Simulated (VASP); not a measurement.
A run of VASP 6.6.1 is set up as follows.

INCAR

```
PREC     = Accurate       # precision mode
ENCUT    = 520            # plane-wave cutoff, eV
EDIFF    = 1E-6           # SCF threshold, eV
ISMEAR   = 0              # smearing method
SIGMA    = 0.1            # smearing width, eV
LREAL    = F              # projectors in reciprocal space
LASPH    = T              # aspherical terms in the spheres
NELM     = 60             # most SCF steps
ALGO     = Normal         # electronic algorithm
ISIF     = 2              # what is computed and relaxed
LWAVE    = F              # write WAVECAR
LCHARG   = F              # write CHGCAR
GGA      = PE             # functional
NBANDS   = 30             # bands
```

KPOINTS

```
regular mesh
0
Gamma
  4 4 4
```

Contents of POSCAR:

```
LiF
1.0
    2.1818080721      2.1818080721      0.0000000000
    2.1818080721     -2.1818080721      4.3636161441
    2.1818080721     -2.1818080721     -4.3636161441
Li F
4 4
Direct
    0.5000000000      0.3750000000      0.6250000000
    0.0000000000      0.8750000000      0.6250000000
    0.0000000000      0.3750000000      0.1250000000
    0.5000000000      0.8750000000      0.1250000000
    1.0000000000      0.2500000000      0.7500000000
    0.5000000000      0.7500000000      0.7500000000
    0.5000000000      0.2500000000      0.2500000000
    0.0000000000      0.7500000000      0.2500000000
```

Potentials or basis: VASP PAW PBE potentials, release 64 (Li_sv, F).

Launch:

```console
$ cat potpaw_PBE.64/Li_sv/POTCAR potpaw_PBE.64/F/POTCAR > POTCAR
$ mpirun -np 1 vasp_std > vasp.out
```

**Question.** Predict the band gap on the k mesh.

**Answer.** 7.64 eV.

Caveat: the k points lie up to 0.51 Å⁻¹ apart. PBE gaps usually lie below the measured ones, often by a third to a half.
